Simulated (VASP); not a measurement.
Input of a VASP 6.6.1 run:

File INCAR:

```
SYSTEM = Sn
ALGO = Normal
EDIFF = 1E-6
ENCUT = 520
GGA = PE
ISIF = 2
ISMEAR = -1
LASPH = .True.
LCHARG = .True.
LELF = .True.
LREAL = .False.
LVHAR = .True.
LWAVE = .False.
NBANDS = 13
NELM = 80
PREC = Accurate
SIGMA = 0.1
```

File KPOINTS:

```
k-points
0
Gamma
  18 18 18
  0 0 0
```

POSCAR

```
Sn
1.0
    0.0000000000      2.4737977989      2.4737977989
    2.4737977989      0.0000000000      2.4737977989
    2.4737977989      2.4737977989      0.0000000000
Sn
1
Direct
    0.0000000000      0.0000000000      0.0000000000
```

Potentials or basis: VASP PAW PBE potentials, release 64 (Sn_d).

The run is started by

```bash
$ cat potpaw_PBE.64/Sn_d/POTCAR > POTCAR
$ mpirun -np 1 vasp_std > vasp.out
```

Estimate the pressure.

-3.1 GPa.

Predict the band gap on the k mesh.

zero (bands 7 and 8 overlap by 8.51 eV).

Caveat: the cell stands under tension; spin-orbit coupling is left out, which moves the levels of the heavy elements.
